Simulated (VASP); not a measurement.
**NiO: single point with RPBE+U**

NiO:

```
Ni O
1.0
     0.00000    2.10057    2.10057
     2.10057    0.00000    2.10057
     2.10057    2.10057    0.00000
Ni O
1 1
Direct
  0.00000 0.00000 0.00000
  0.50000 0.50000 0.50000
```

- Program: VASP 6.6.1
- Task: single point
- Functional: RPBE
- Potentials or basis: VASP PAW PBE potentials, release 64 (Ni, O)
- Cutoff: 600 eV
- k mesh: 7 × 7 × 7
- Occupations: fermi-dirac, width 0.1 eV
- Spin: no spin polarisation
- Hubbard terms: Ni d U = 3.1 eV

```json
{"Pressure": "-3.2 GPa", "Band gap on the k mesh": "zero (band 8 reaches 8.71 eV, above the bottom of band 9 at 6.03 eV)"}
```

Levels at points of the mesh, in eV from the Fermi level:
```
           k point  band 4  band 5  band 6  band 7  band 8  band 9  band 10  band 11  band 12  band 13
(0.00, 0.00, 0.00)   -2.89   -2.71   -2.71   -2.71   -1.49   -1.49     1.86    18.16    18.46    18.46
```

Eigenvalues of the final occupation matrices:
```
    site  spin  trace               eigenvalues
site 1 d     1   4.22  0.66 0.66 0.97 0.97 0.97
site 1 d     2   4.22  0.66 0.66 0.97 0.97 0.97
```

It took 4.3 s on 1 thread of Intel(R) Xeon(R) 6975P-C (Granite Rapids) (shared host), peak memory 0.13 GiB.

Caveat: the k points lie up to 0.37 Å⁻¹ apart; the PAW data sets were made with another functional, which shifts forces and pressure a little; the run has no spin polarisation, though such a crystal can be magnetic; U without spin polarisation on a metal has little footing. Spin polarisation is off, so any magnetic state and its effect on volume and gap are missing.
